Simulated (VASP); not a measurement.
Si, 2 atoms in the cell. Symmetry: Fd-3m, No. 227, cubic system. Conventional cell: a = 5.434 Å, b = 5.434 Å, c = 5.434 Å, α = 90.00°, β = 90.00°, γ = 90.00°. Within 3.1 Å of Si (site symmetry -43m) lie 4 Si at 2.35 Å. 

| Item | Value |
| --- | --- |
| Program | VASP 6.6.1 |
| Task | single point |
| Functional | PBEsol |
| Potentials or basis | VASP PAW PBE potentials, release 64 (Si) |
| Cutoff | 520 eV |
| k mesh | 12 × 12 × 12 |
| Occupations | gaussian, width 0.02 eV |
| Spin | no spin polarisation |
| Dipole correction | no |
| Further INCAR settings | ALGO = Normal; EDIFF = 1e-06; NBANDS = 11 |

Potentials or basis: VASP PAW PBE potentials, release 64 (Si).

Launch:

```bash
$ cat potpaw_PBE.64/Si/POTCAR > POTCAR
$ mpirun -np 1 vasp_std > vasp.out
```

Hardware: 1 thread of Intel(R) Xeon(R) 6975P-C (Granite Rapids), on a shared host.

Estimate the wall time of this run.

Run time: 17 s on 1 thread of Intel(R) Xeon(R) 6975P-C (Granite Rapids), with other jobs on the host, peak memory 0.16 GiB. Counts: scf iterations 11, k points 72.
